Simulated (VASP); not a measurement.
# AlN (R3m) in VASP: a series of runs, part 2 of 2

VASP 6.6.1.

## (5) Single point, PBE

This run uses another cell than the first one, of the same volume but with other edges.

INCAR reads:

```
SYSTEM = AlN
  ALGO = Normal
  EDIFF = 1E-7
  ENCUT = 520
  GGA = PE
  ISIF = 2
  ISMEAR = 0
  LASPH = .True.
  LCHARG = .True.
  LELF = .True.
  LREAL = .False.
  LVHAR = .True.
  LWAVE = .False.
  NBANDS = 11
  NELM = 60
  PREC = Accurate
  SIGMA = 0.05
```

KPOINTS reads:

```
k-points
0
Gamma
  10 10 10
  0 0 0
```

POSCAR reads:

```
AlN
1.0
   -0.2305570348      2.0750133135      2.0750133135
    2.0750133135     -0.2305570348      2.0750133135
    2.0750133135      2.0750133135     -0.2305570348
Al N
1 1
Direct
    0.0000000000      0.0000000000      0.0000000000
    0.7500000000      0.7500000000      0.7500000000
```

Potentials or basis: VASP PAW PBE potentials, release 64 (Al, N).

Run with:

```console
cat potpaw_PBE.64/Al/POTCAR potpaw_PBE.64/N/POTCAR > POTCAR
mpirun -np 1 vasp_std > vasp.out
```

OUTCAR:

```text
SYSTEM = AlN
   EDIFF = 1E-7
   ENCUT = 520
   GGA = PE
   ISIF = 2
   ISMEAR = 0
   LASPH = .True.
   LREAL = .False.
   NELM = 60
   PREC = Accurate

 ion  position               nearest neighbor table
   1  0.000  0.000  0.000-   2 1.70   2 1.97   2 1.97   2 1.97
   2  0.750  0.750  0.750-   1 1.70   1 1.97   1 1.97   1 1.97

  LATTYP: Found a trigonal (rhomboedric) cell.
 ALAT       =     2.9435551717
 COS(alpha) =     0.3865030675

  Lattice vectors:

 A1 = (  -0.2305570348,   2.0750133135,   2.0750133135)
 A2 = (   2.0750133135,  -0.2305570348,   2.0750133135)
 A3 = (   2.0750133135,   2.0750133135,  -0.2305570348)

Analysis of symmetry for initial positions (statically):
=====================================================================
 Subroutine PRICEL returns:
 Original cell was already a primitive cell.

 Routine SETGRP: Setting up the symmetry group for a
 trigonal (rhombohedral) supercell.

 Subroutine GETGRP returns: Found  6 space group operations
 (whereof  6 operations were pure point group operations)
 out of a pool of 12 trial point group operations.

The static configuration has the point symmetry C_3v.

Analysis of symmetry for dynamics (positions and initial velocities):
=====================================================================
 Subroutine PRICEL returns:
 Original cell was already a primitive cell.

 Routine SETGRP: Setting up the symmetry group for a
 trigonal (rhombohedral) supercell.

 Subroutine GETGRP returns: Found  6 space group operations
 (whereof  6 operations were pure point group operations)
 out of a pool of 12 trial point group operations.

The dynamic configuration has the point symmetry C_3v.

 Subroutine INISYM returns: Found  6 space group operations
 (whereof  6 operations are pure point group operations),
 and found     1 'primitive' translations

----------------------------------------------------------------------------------------

                                     Primitive cell

  volume of cell :      20.8345

  direct lattice vectors                    reciprocal lattice vectors
    -0.230557035  2.075013313  2.075013313    -0.204109250  0.229622907  0.229622907
     2.075013313 -0.230557035  2.075013313     0.229622907 -0.204109250  0.229622907
     2.075013313  2.075013313 -0.230557035     0.229622907  0.229622907 -0.204109250

  length of vectors
     2.943555172  2.943555172  2.943555172     0.383554357  0.383554357  0.383554357

  position of ions in fractional coordinates (direct lattice)
     0.000000000  0.000000000  0.000000000
     0.750000000  0.750000000  0.750000000

  ion indices of the primitive-cell ions
   primitive index   ion index
                 1           1
                 2           2

----------------------------------------------------------------------------------------

 KPOINTS: k-points

Automatic generation of k-mesh.
 Grid dimensions read from file:
 generate k-points for:   10   10   10

 Generating k-lattice:

[... 22 lines left out ...]
  0.400000 -0.000000 -0.000000      6.000000
  0.500000  0.000000  0.000000      3.000000
[... 16 lines left out ...]
  0.300000  0.300000 -0.000000      6.000000
  0.400000  0.300000 -0.000000     12.000000
 [... further k-points ...]
   k-points           NKPTS =    116   k-points in BZ     NKDIM =    116   number of bands    NBANDS=     11
   number of dos      NEDOS =    301   number of ions     NIONS =      2
   total plane-waves  NPLWV =  13824
   dimension x,y,z NGX =    24 NGY =   24 NGZ =   24
   dimension x,y,z NGXF=    48 NGYF=   48 NGZF=   48
   ions per type =               1   1
   NGX,Y,Z   is equivalent  to a cutoff of  13.55, 13.55, 13.55 a.u.
   NGXF,Y,Z  is equivalent  to a cutoff of  27.11, 27.11, 27.11 a.u.
 SYSTEM =  AlN
   PREC   = accura    normal or accurate (medium, high low for compatibility)
   ISTART =      0    job   : 0-new  1-cont  2-samecut
   ICHARG =      2    charge: 1-file 2-atom 10-const
   ISPIN  =      1    spin polarized calculation?
   LNONCOLLINEAR =      F non collinear calculations
   LSORBIT =      F    spin-orbit coupling
   LASPH  =      T    aspherical Exc in radial PAW
   ENCUT  =  520.0 eV  38.22 Ry    6.18 a.u.   5.47  5.47  5.47*2*pi/ulx,y,z
   NELM   =     60;   NELMIN=  2; NELMDL= -5     # of ELM steps
   EDIFF  = 0.1E-06   stopping-criterion for ELM
   LREAL  =      F    real-space projection
   EDIFFG = 0.1E-05   stopping-criterion for IOM
   NSW    =      0    number of steps for IOM
   IBRION =     -1    ionic relax: 0-MD 1-quasi-New 2-CG
   NFREE  =      0    steps in history (QN), initial steepest desc. (CG)
   ISIF   =      2    stress and relaxation
   ISYM   =      2    0-nonsym 1-usesym 2-fastsym
   POTIM  = 0.5000    time-step for ionic-motion
   TEBEG  =    0.0;   TEEND  =   0.0 temperature during run
   PSTRESS=    0.0 pullay stress
   NELECT =       8.0000    total number of electrons
   NUPDOWN=      -1.0000    fix difference up-down
   EMIN   =  10.00;   EMAX   =-10.00  energy-range for DOS
   EFERMI =   0.00;   METHOD = LEGACY
   ISMEAR =     0;   SIGMA  =   0.05  broadening in eV -4-tet -1-fermi 0-gaus
   EFERMI_NEDOS =   21; number of points for ismear=-14 and -15
   IALGO  =     38    algorithm
   IMIX   =      4    mixing-type and parameters
     AMIX     =   0.40;   BMIX     =  1.00
     AMIX_MAG =   1.60;   BMIX_MAG =  1.00
  volume/ion in A,a.u.               =      10.42        70.30
  Fermi-wavevector in a.u.,A,eV,Ry     =   1.189899  2.248583 19.263943  1.415860
  Thomas-Fermi vector in A             =   2.325996
   LORBIT       =      0    0 simple, 1 ext, 2 COOP (PROOUT), +10 PAW based schemes
   GGA     = PE    functional components
   LHFCALC =     F    Hartree Fock is set to
   AEXX    =    0.0000 exact exchange contribution
   IVDW    =     0    specifies the selected vdW correction
   LEPSILON=     F    determine dielectric tensor
   LRPA    =     F    only Hartree local field effects (RPA)
 non-spin polarized calculation
 Gauss-broadening in eV      SIGMA  =   0.05
  energy-cutoff  :      520.00
  volume of cell :       20.83
 maximum number of plane-waves:       574
 NGX is ok and might be reduce to    24

 number of electron       8.0000000 magnetization

 Free energy of the ion-electron system (eV)
  ---------------------------------------------------
  ext. energy  EPLUGINS =         0.00000000
  ---------------------------------------------------
  free energy    TOTEN  =       -14.26740343 eV

  energy without entropy =      -14.26740343  energy(sigma->0) =      -14.26740343

 E-fermi :   6.5991     XC(G=0): -10.9232

 val. band max:        6.3719908376   @ k =   0.0000   0.0000   0.0000
 cond. band min:       9.0577744181   @ k =   0.5000   0.5000   0.0000
 fundamental gap:      2.6857835805
 Fermi energy:         6.5990685320

 k-point     1 :       0.0000    0.0000    0.0000
  band No.  band energies     occupation
      1      -9.0401      2.00000
      2       5.7554      2.00000
      3       5.7554      2.00000
      4       6.3720      2.00000
      5       9.6991      0.00000
      6      17.2540      0.00000
      7      17.2540      0.00000
      8      22.0520      0.00000
      9      23.7467      0.00000
     10      23.7467      0.00000
     11      24.8314      0.00000
[... 309 lines left out ...]
 k-point    24 :       0.4000    0.3000   -0.0000
  band No.  band energies     occupation
      1      -7.0349      2.00000
      2       1.7487      2.00000
      3       3.8523      2.00000
      4       5.2399      2.00000
      5      10.7240      0.00000
      6      15.7851      0.00000
      7      17.7487      0.00000
      8      20.2904      0.00000
      9      21.7523      0.00000
     10      27.4439      0.00000
     11      28.3753      0.00000

 [... further k-points ...]

------------------------ aborting loop because EDIFF is reached ----------------------------------------

  FORCE on cell =-STRESS in cart. coord.  units (eV):
  Direction    XX          YY          ZZ          XY          YZ          ZX
  --------------------------------------------------------------------------------------
  -------------------------------------------------------------------------------------
  Total        1.6523118      1.6523118      1.6523118      3.6914315      3.6914315      3.6914315
  in kB      127.0628339    127.0628339    127.0628339    283.8712033    283.8712033    283.8712033
  external PRESSURE =     127.0628339 kB  Pullay stress =       0.0000000 kB

 VOLUME and BASIS-vectors are now :
 -----------------------------------------------------------------------------
  energy-cutoff  :      520.00
  volume of cell :       20.83
      direct lattice vectors                 reciprocal lattice vectors
    -0.230557035  2.075013313  2.075013313    -0.204109250  0.229622907  0.229622907
     2.075013313 -0.230557035  2.075013313     0.229622907 -0.204109250  0.229622907
     2.075013313  2.075013313 -0.230557035     0.229622907  0.229622907 -0.204109250

 POSITION                                       TOTAL-FORCE (eV/Angst)
 -----------------------------------------------------------------------------------
      0.00000      0.00000      0.00000         1.930083      1.930083      1.930083
      2.93960      2.93960      2.93960        -1.930083     -1.930083     -1.930083
 -----------------------------------------------------------------------------------
    total drift:                               -0.000009     -0.000009     -0.000009

  FREE ENERGIE OF THE ION-ELECTRON SYSTEM (eV)
  ---------------------------------------------------
  free  energy   TOTEN  =       -14.2674034268 eV

  energy  without entropy=      -14.2674034268  energy(sigma->0) =      -14.26740343
```

OSZICAR:

```text
N       E                     dE             d eps       ncg     rms          rms(c)
DAV:   1     0.115777705982E+02    0.11578E+02   -0.38577E+03  2616   0.603E+02
DAV:   2    -0.159782748951E+02   -0.27556E+02   -0.26528E+02  3039   0.138E+02
DAV:   3    -0.168826989218E+02   -0.90442E+00   -0.90326E+00  3143   0.238E+01
DAV:   4    -0.168875589378E+02   -0.48600E-02   -0.48596E-02  2923   0.190E+00
DAV:   5    -0.168876183779E+02   -0.59440E-04   -0.59439E-04  3129   0.203E-01    0.897E+00
DAV:   6    -0.142998566871E+02    0.25878E+01   -0.12709E+01  2936   0.179E+01    0.296E+00
DAV:   7    -0.142797350716E+02    0.20122E-01   -0.19824E-01  2885   0.349E+00    0.213E+00
DAV:   8    -0.142684026727E+02    0.11332E-01   -0.40043E-02  2895   0.175E+00    0.429E-01
DAV:   9    -0.142673036299E+02    0.10990E-02   -0.53996E-03  3020   0.480E-01    0.180E-01
DAV:  10    -0.142673807350E+02   -0.77105E-04   -0.51522E-04  2916   0.166E-01    0.347E-02
DAV:  11    -0.142674021698E+02   -0.21435E-04   -0.47307E-05  2987   0.530E-02    0.278E-02
DAV:  12    -0.142674033270E+02   -0.11572E-05   -0.43630E-06  2959   0.144E-02    0.597E-03
DAV:  13    -0.142674034390E+02   -0.11200E-06   -0.28459E-07  3026   0.407E-03    0.181E-03
DAV:  14    -0.142674034268E+02    0.12142E-07   -0.30856E-08  1656   0.129E-03
   1 F= -.14267403E+02 E0= -.14267403E+02  d E =-.311003E-13
```

stdout:

```text
POSCAR found type information on POSCAR AlN
 POSCAR found :  2 types and       2 ions
 scaLAPACK will be used
 LDA part: xc-table for (Slater+PW92), standard interpolation
 POSCAR, INCAR and KPOINTS ok, starting setup
 FFT: planning ... GRIDC
 FFT: planning ... GRID_SOFT
 FFT: planning ... GRID
 WAVECAR not read
 entering main loop
```

It took 7.8 s on 1 thread of Intel Xeon 6975P-C (Granite Rapids), shared host; peak memory 0.15 GiB.

Results:

```
Free energy            : -14.2674 eV
Pressure               : 12.7 GPa
Largest force          : 3.343 eV/Å
Band gap on the k mesh : 2.69 eV, indirect (least direct gap 3.33 eV)
```

Forces in eV/Å, atoms in the order of the input:
```
Al   1.930  1.930  1.930
N   -1.930 -1.930 -1.930
```

Caveat: forces of over 1 eV/Å act on the atoms, so gaps and moduli don't describe the material at rest. A k mesh can miss the band edges.

## (6) Summary

```tsv
cell	gap on the mesh (eV)	pressure (GPa)	largest force (eV/Å)
a = 2.833 Å, angles 75.3°, 2 atoms	2.02	44.3	12.77
a = 3.547 Å, angles 45.7°, 2 atoms	none	31.4	0.15
a = 2.773 Å, angles 82.7°, 2 atoms	1.14	98.8	30.24
a = 2.944 Å, angles 67.3°, 2 atoms	2.69	12.7	3.34
```

Alike in all rows: task single point; level PBE; potentials or basis VASP PAW PBE potentials, release 64 (Al, N); no spin polarisation; k mesh 10 × 10 × 10; cutoff (eV) 520; smearing gaussian 0.05 eV.

Caveats: forces of over 1 eV/Å act on the atoms, so gaps and moduli don't describe the material at rest (some runs).

Absolute energies hang on the potentials; compare differences alone.
